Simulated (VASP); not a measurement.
Runs of VASP 6.6.1 on MoS2. The structure is that of space group P6_3/mmc (No. 194), or close to it. The cells are those of the table. 

```tsv
task	cell	k mesh	cutoff (eV)	smearing	gap on the mesh (eV)	pressure (GPa)	relaxed volume (Å³/atom)	largest force (eV/Å)
single point	a = 3.185, b = 3.185, c = 14.808 Å, angles 90.0, 90.0, 120.0°, 6 atoms	12 × 12 × 2	520	gaussian 0.02 eV	1.46	(b)	-	0.01
relaxation of cell and atoms	relaxed from a = 3.185, b = 3.185, c = 14.808 Å, angles 90.0, 90.0, 120.0°, 6 atoms	12 × 12 × 2	600	gaussian 0.02 eV	1.46	0.0	21.67	-
relaxation of cell and atoms	relaxed from a = 3.192, b = 3.192, c = 13.378 Å, angles 90.0, 90.0, 120.0°, 6 atoms	12 × 12 × 2	600	gaussian 0.02 eV	(c)	0.0	20.85	-
single point	a = 3.192, b = 3.192, c = 13.378 Å, angles 90.0, 90.0, 120.0°, 6 atoms	6 × 6 × 2	520	gaussian 0.1 eV	(a)	-0.6	-	0.10
```

Alike in all rows: level PBE; potentials or basis VASP PAW PBE potentials, release 64 (Mo_sv, S); no spin polarisation.

Estimate the missing entries.

(a) 1.22; (b) -0.1; (c) 1.39.

Caveats: this functional lacks dispersion, which binds the layers, so the pressure and a relaxed spacing across them are unreliable.

A k mesh can miss the band edges, and the runs leave out spin-orbit coupling on Mo.
